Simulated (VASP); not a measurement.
# Os in VASP: single point with r2SCAN

Aim: the single point of Os with r2SCAN.

All numbers are computed with VASP 6.6.1; they aren't measurements. Logs are shortened: lines on timing, memory, paths and dates and some standing lists are left out, and cuts for length are marked.

## 1. The cell of the first run

The typed cell holds 2 atoms: a = 4.231 Å, b = 4.231 Å, c = 3.895 Å, α = 103.50°, β = 103.50°, γ = 141.73°.

## 2. Single point, r2SCAN

POSCAR

```
Os
1.0
   -3.0365085188      2.6165579365      1.3549583995
    2.6165579365     -3.0365085188      1.3549583995
    2.3085330950      2.3085330950     -2.1240986601
Os
2
Direct
    0.9793040469      0.0206959531      1.0000000000
    0.7706959531      0.2293040469      0.5000000000
```

INCAR.step1

```
SYSTEM = Os
ALGO = Normal
EDIFF = 1E-4
ENCUT = 520
GGA = PE
ISMEAR = -1
ISYM = 0
LASPH = .TRUE.
LCHARG = .FALSE.
LREAL = .FALSE.
LWAVE = .TRUE.
NBANDS = 15
NELM = 80
PREC = Accurate
SIGMA = 0.1
```

INCAR.step2

```
SYSTEM = Os
ALGO = Normal
EDIFF = 1E-7
ENCUT = 520
ISIF = 2
ISMEAR = -1
ISTART = 1
ISYM = 0
LASPH = .TRUE.
LCHARG = .FALSE.
LMIXTAU = .TRUE.
LREAL = .FALSE.
LWAVE = .FALSE.
METAGGA = R2SCAN
NBANDS = 15
NELM = 80
PREC = Accurate
SIGMA = 0.1
```

KPOINTS

```
k-points
0
G
  14 14 9
  0 0 0
```

Potentials or basis: VASP PAW PBE potentials, release 64 (Os).

On the command line:

```console
$ cat potpaw_PBE.64/Os/POTCAR > POTCAR
$ cp INCAR.step1 INCAR
$ mpirun -np 1 vasp_std > vasp.out
$ cp INCAR.step2 INCAR
$ mpirun -np 1 vasp_std > vasp.out
```

OUTCAR:

```text
SYSTEM = Os
   EDIFF = 1E-7
   ENCUT = 520
   ISIF = 2
   ISMEAR = -1
   ISTART = 1
   ISYM = 0
   LASPH = .TRUE.
   LREAL = .FALSE.
   METAGGA = R2SCAN
   NELM = 80
   PREC = Accurate

 ion  position               nearest neighbor table
   1  0.979  0.021  0.000-   2 2.56   2 2.56   2 2.56   2 2.56   2 2.70   2 2.70
   2  0.771  0.229  0.500-   1 2.56   1 2.56   1 2.56   1 2.56   1 2.70   1 2.70

IMPORTANT INFORMATION: All symmetrisations will be switched off!
NOSYMM: (Re-)initialisation of all symmetry stuff for point group C_1.

----------------------------------------------------------------------------------------

                                     Primitive cell

  volume of cell :      30.3226

  direct lattice vectors                    reciprocal lattice vectors
    -3.036508519  2.616557937  1.354958400     0.109551297  0.286446441  0.430382025
     2.616557937 -3.036508519  1.354958400     0.286446441  0.109551297  0.430382025
     2.308533095  2.308533095 -2.124098660     0.252606186  0.252606186  0.078291787

  length of vectors
     4.231154888  4.231154888  3.894925573     0.528471132  0.528471132  0.365717616

  position of ions in fractional coordinates (direct lattice)
     0.979304047  0.020695953  0.000000000
     0.770695953  0.229304047  0.500000000

  ion indices of the primitive-cell ions
   primitive index   ion index
                 1           1
                 2           2

----------------------------------------------------------------------------------------

 KPOINTS: k-points

Automatic generation of k-mesh.
 Grid dimensions read from file:
 generate k-points for:   14   14    9

 Generating k-lattice:

  Cartesian coordinates                     Fractional coordinates (reciprocal lattice)
     0.007825093  0.020460460  0.030741573     0.071428571  0.000000000  0.000000000
     0.020460460  0.007825093  0.030741573     0.000000000  0.071428571  0.000000000
     0.028067354  0.028067354  0.008699087     0.000000000  0.000000000  0.111111111

  Length of vectors
     0.037747938  0.037747938  0.040635291

  Shift w.r.t. Gamma in fractional coordinates (k-lattice)
     0.000000000  0.000000000  0.000000000

 Subroutine IBZKPT returns following result:
 ===========================================

 Found    884 irreducible k-points:

 Following reciprocal coordinates:
            Coordinates               Weight
  0.000000  0.000000  0.000000      1.000000
  0.071429  0.000000 -0.000000      2.000000
 -0.000000 -0.071429  0.000000      2.000000
  0.142857  0.000000 -0.000000      2.000000
 -0.000000 -0.142857  0.000000      2.000000
  0.214286  0.000000  0.000000      2.000000
[... 16 lines left out ...]
  0.357143  0.071429 -0.000000      2.000000
 -0.071429 -0.357143  0.000000      2.000000
 [... further k-points ...]
   k-points           NKPTS =    884   k-points in BZ     NKDIM =    884   number of bands    NBANDS=     15
   number of dos      NEDOS =    301   number of ions     NIONS =      2
   total plane-waves  NPLWV =  30720
   dimension x,y,z NGX =    32 NGY =   32 NGZ =   30
   dimension x,y,z NGXF=    64 NGYF=   64 NGZF=   60
   ions per type =               2
   NGX,Y,Z   is equivalent  to a cutoff of  12.57, 12.57, 12.80 a.u.
   NGXF,Y,Z  is equivalent  to a cutoff of  25.15, 25.15, 25.61 a.u.
 SYSTEM =  Os
   PREC   = accura    normal or accurate (medium, high low for compatibility)
   ISTART =      1    job   : 0-new  1-cont  2-samecut
   ICHARG =      0    charge: 1-file 2-atom 10-const
   ISPIN  =      1    spin polarized calculation?
   LNONCOLLINEAR =      F non collinear calculations
   LSORBIT =      F    spin-orbit coupling
   LASPH  =      T    aspherical Exc in radial PAW
   ENCUT  =  520.0 eV  38.22 Ry    6.18 a.u.   7.87  7.87  7.24*2*pi/ulx,y,z
   NELM   =     80;   NELMIN=  2; NELMDL=  0     # of ELM steps
   EDIFF  = 0.1E-06   stopping-criterion for ELM
   LREAL  =      F    real-space projection
   EDIFFG = 0.1E-05   stopping-criterion for IOM
   NSW    =      0    number of steps for IOM
   IBRION =     -1    ionic relax: 0-MD 1-quasi-New 2-CG
   NFREE  =      0    steps in history (QN), initial steepest desc. (CG)
   ISIF   =      2    stress and relaxation
   ISYM   =      0    0-nonsym 1-usesym 2-fastsym
   POTIM  = 0.5000    time-step for ionic-motion
   TEBEG  =    0.0;   TEEND  =   0.0 temperature during run
   PSTRESS=    0.0 pullay stress
   NELECT =      16.0000    total number of electrons
   NUPDOWN=      -1.0000    fix difference up-down
   EMIN   =  10.00;   EMAX   =-10.00  energy-range for DOS
   EFERMI =   0.00;   METHOD = LEGACY
   ISMEAR =    -1;   SIGMA  =   0.10  broadening in eV -4-tet -1-fermi 0-gaus
   EFERMI_NEDOS =   21; number of points for ismear=-14 and -15
   IALGO  =     38    algorithm
   IMIX   =      4    mixing-type and parameters
     AMIX     =   0.40;   BMIX     =  1.00
     AMIX_MAG =   1.60;   BMIX_MAG =  1.00
  volume/ion in A,a.u.               =      15.16       102.31
  Fermi-wavevector in a.u.,A,eV,Ry     =   1.322897  2.499913 23.810975  1.750057
  Thomas-Fermi vector in A             =   2.452545
   LORBIT       =      0    0 simple, 1 ext, 2 COOP (PROOUT), +10 PAW based schemes
   METAGGA = R2SCAN    functional components
   LHFCALC =     F    Hartree Fock is set to
   AEXX    =    0.0000 exact exchange contribution
   IVDW    =     0    specifies the selected vdW correction
   LEPSILON=     F    determine dielectric tensor
   LRPA    =     F    only Hartree local field effects (RPA)
 non-spin polarized calculation
  energy-cutoff  :      520.00
  volume of cell :       30.32
 maximum number of plane-waves:       832
   NGX = 15   NGY = 15   NGZ = 15

 number of electron      16.0000000 magnetization

 Free energy of the ion-electron system (eV)
  ---------------------------------------------------
  ext. energy  EPLUGINS =         0.00000000
  ---------------------------------------------------
  free energy    TOTEN  =      -105.28017273 eV

  energy without entropy =     -105.24249361  energy(sigma->0) =     -105.26133317

 E-fermi :   8.1197     XC(G=0): -14.6632

 val. band max:        8.1166149807   @ k =   0.4286   0.2143  -0.1111
 cond. band min:       8.1240507697   @ k =   0.0000   0.5000  -0.2222
 fundamental gap:      0.0074357889
 Fermi energy:         8.1197094653

 k-point     1 :       0.0000    0.0000    0.0000
  band No.  band energies     occupation
      1      -2.5203      2.00000
      2       0.5935      2.00000
      3       1.6976      2.00000
      4       4.3947      2.00000
      5       4.7020      2.00000
      6       6.1684      2.00000
      7       6.8463      1.99999
      8       8.0257      1.43839
      9       8.3488      0.18383
     10      10.0404      0.00000
     11      11.2294      0.00000
     12      11.4062      0.00000
     13      18.5789      0.00000
     14      21.2931      0.00000
     15      25.1221      0.00000

 k-point     2 :       0.0714    0.0000   -0.0000
  band No.  band energies     occupation
      1      -2.1937      2.00000
      2       0.8361      2.00000
      3       1.8548      2.00000
      4       4.5046      2.00000
      5       4.7227      2.00000
      6       5.9893      2.00000
      7       6.4778      2.00000
      8       7.4709      1.99696
      9       8.5528      0.02596
     10       9.8640      0.00000
     11      10.4335      0.00000
     12      12.9717      0.00000
     13      18.5209      0.00000
     14      21.2972      0.00000
     15      25.0356      0.00000

 k-point     3 :      -0.0000   -0.0714    0.0000
  band No.  band energies     occupation
      1      -2.1937      2.00000
      2       0.8361      2.00000
      3       1.8548      2.00000
      4       4.5046      2.00000
      5       4.7227      2.00000
      6       5.9893      2.00000
      7       6.4778      2.00000
      8       7.4709      1.99696
      9       8.5528      0.02596
     10       9.8640      0.00000
     11      10.4335      0.00000
     12      12.9717      0.00000
     13      18.5209      0.00000
     14      21.2972      0.00000
     15      25.0356      0.00000

 k-point     4 :       0.1429    0.0000   -0.0000
  band No.  band energies     occupation
      1      -1.2667      2.00000
      2       1.5255      2.00000
      3       2.2460      2.00000
      4       4.6726      2.00000
      5       4.8893      2.00000
      6       5.0038      2.00000
      7       5.7764      2.00000
      8       7.4811      1.99664
      9       8.2492      0.43004
     10       9.4330      0.00000
     11      10.2469      0.00000
     12      14.8360      0.00000
     13      18.4851      0.00000
     14      21.4744      0.00000
     15      23.1832      0.00000

 k-point     5 :      -0.0000   -0.1429    0.0000
  band No.  band energies     occupation
      1      -1.2667      2.00000
      2       1.5255      2.00000
      3       2.2460      2.00000
      4       4.6726      2.00000
      5       4.8893      2.00000
      6       5.0038      2.00000
      7       5.7764      2.00000
      8       7.4811      1.99664
      9       8.2492      0.43004
     10       9.4330      0.00000
     11      10.2469      0.00000
     12      14.8360      0.00000
     13      18.4851      0.00000
     14      21.4744      0.00000
     15      23.1832      0.00000

 k-point     6 :       0.2143    0.0000    0.0000
  band No.  band energies     occupation
      1       0.0592      2.00000
      2       2.4929      2.00000
      3       2.5558      2.00000
      4       3.6996      2.00000
      5       4.6701      2.00000
      6       5.2034      2.00000
      7       5.6687      2.00000
      8       7.3126      1.99938
      9       8.1852      0.68373
     10       9.1354      0.00008
     11      10.4286      0.00000
     12      16.2002      0.00000
     13      18.6747      0.00000
     14      21.2259      0.00000
     15      22.3328      0.00000

 k-point     7 :      -0.0000   -0.2143   -0.0000
  band No.  band energies     occupation
      1       0.0592      2.00000
      2       2.4929      2.00000
      3       2.5558      2.00000
      4       3.6996      2.00000
      5       4.6701      2.00000
      6       5.2034      2.00000
      7       5.6687      2.00000
      8       7.3126      1.99938
      9       8.1852      0.68373
     10       9.1354      0.00008
     11      10.4286      0.00000
[... 226 lines left out ...]
      4       3.1304      2.00000
      5       4.7270      2.00000
      6       5.4590      2.00000
      7       6.4791      2.00000
      8       7.2931      1.99949
      9       8.7860      0.00255
     10       9.5857      0.00000
     11      10.5677      0.00000
     12      17.0438      0.00000
     13      19.1486      0.00000
     14      20.5176      0.00000
     15      21.8550      0.00000

 k-point    21 :       0.2857    0.0714   -0.0000
  band No.  band energies     occupation
      1       1.2814      2.00000
      2       1.8212      2.00000
      3       2.5509      2.00000
      4       3.0104      2.00000
      5       5.5367      2.00000
      6       5.7957      2.00000
      7       7.7858      1.93147
      8       8.0422      1.36927
      9       9.6370      0.00000
     10      10.2560      0.00000
     11      10.9034      0.00000
     12      16.0396      0.00000
     13      18.7582      0.00000
     14      20.7052      0.00000
     15      21.2064      0.00000

 k-point    22 :      -0.0714   -0.2857    0.0000
  band No.  band energies     occupation
      1       1.2814      2.00000
      2       1.8212      2.00000
      3       2.5509      2.00000
      4       3.0104      2.00000
      5       5.5367      2.00000
      6       5.7957      2.00000
      7       7.7858      1.93147
      8       8.0422      1.36927
      9       9.6370      0.00000
     10      10.2560      0.00000
     11      10.9034      0.00000
     12      16.0396      0.00000
     13      18.7582      0.00000
     14      20.7052      0.00000
     15      21.2064      0.00000

 k-point    23 :       0.3571    0.0714   -0.0000
  band No.  band energies     occupation
      1       1.1301      2.00000
      2       1.3955      2.00000
      3       2.2695      2.00000
      4       2.6343      2.00000
      5       6.0728      2.00000
      6       6.4364      2.00000
      7       9.0018      0.00030
      8       9.1755      0.00005
      9      10.4706      0.00000
     10      10.8220      0.00000
     11      11.8834      0.00000
     12      14.3418      0.00000
     13      19.3141      0.00000
     14      19.9538      0.00000
     15      20.8295      0.00000

 k-point    24 :      -0.0714   -0.3571    0.0000
  band No.  band energies     occupation
      1       1.1301      2.00000
      2       1.3955      2.00000
      3       2.2695      2.00000
      4       2.6343      2.00000
      5       6.0728      2.00000
      6       6.4364      2.00000
      7       9.0018      0.00030
      8       9.1755      0.00005
      9      10.4706      0.00000
     10      10.8220      0.00000
     11      11.8834      0.00000
     12      14.3418      0.00000
     13      19.3141      0.00000
     14      19.9538      0.00000
     15      20.8295      0.00000

 [... further k-points ...]
[... 5 lines left out ...]
  --------------------------------------------------------------------------------------
  -------------------------------------------------------------------------------------
  Total        0.1603891      0.1603891      0.1846648      0.0297250     -0.0019145     -0.0019145
  in kB        8.4746035      8.4746022      9.7572752      1.5706040     -0.1011582     -0.1011575
  external PRESSURE =       8.9021603 kB  Pullay stress =       0.0000000 kB

 VOLUME and BASIS-vectors are now :
 -----------------------------------------------------------------------------
  energy-cutoff  :      520.00
  volume of cell :       30.32
      direct lattice vectors                 reciprocal lattice vectors
    -3.036508519  2.616557937  1.354958400     0.109551297  0.286446441  0.430382025
     2.616557937 -3.036508519  1.354958400     0.286446441  0.109551297  0.430382025
     2.308533095  2.308533095 -2.124098660     0.252606186  0.252606186  0.078291787

 POSITION                                       TOTAL-FORCE (eV/Angst)
 -----------------------------------------------------------------------------------
     -2.91951      2.49956      1.35496        -0.037876      0.037876     -0.000000
     -0.58597      2.47455      0.29291         0.037876     -0.037876      0.000000
 -----------------------------------------------------------------------------------
    total drift:                               -0.000007      0.000007     -0.000000

  FREE ENERGIE OF THE ION-ELECTRON SYSTEM (eV)
  ---------------------------------------------------
  free  energy   TOTEN  =      -105.2801727314 eV

  energy  without entropy=     -105.2424936102  energy(sigma->0) =     -105.26133317
```

Wall time 13 min (1 thread of Intel Xeon 6975P-C (Granite Rapids), shared host); peak memory 0.47 GiB.

What came out:

* Free energy: -105.2802 eV
* Pressure: 0.9 GPa
* Largest force: 0.054 eV/Å
* Band gap on the k mesh: zero (bands 8 and 9 overlap by 3.19 eV)

Forces on the atoms (eV/Å):
```
Os  -0.038  0.038  0.000
Os   0.038 -0.038  0.000
```

Levels at points of the mesh, in eV from the Fermi level:
```
           k point  band 5  band 6  band 7  band 8  band 9  band 10  band 11  band 12
(0.00, 0.00, 0.00)   -3.42   -1.95   -1.27   -0.09    0.23     1.92     3.11     3.29
(0.50, 0.00, 0.00)   -1.36   -1.36    1.03    1.03    2.85     2.85     5.23     5.23
(0.00, 0.50, 0.00)   -1.36   -1.36    1.03    1.03    2.85     2.85     5.23     5.23
(0.50, 0.50, 0.00)   -3.65   -3.09   -1.39   -0.42   -0.31     0.66     2.37     2.66
```

Caveat: the PAW data sets were made with another functional, which shifts forces and pressure a little; spin-orbit coupling is left out, which moves the levels of the heavy elements.
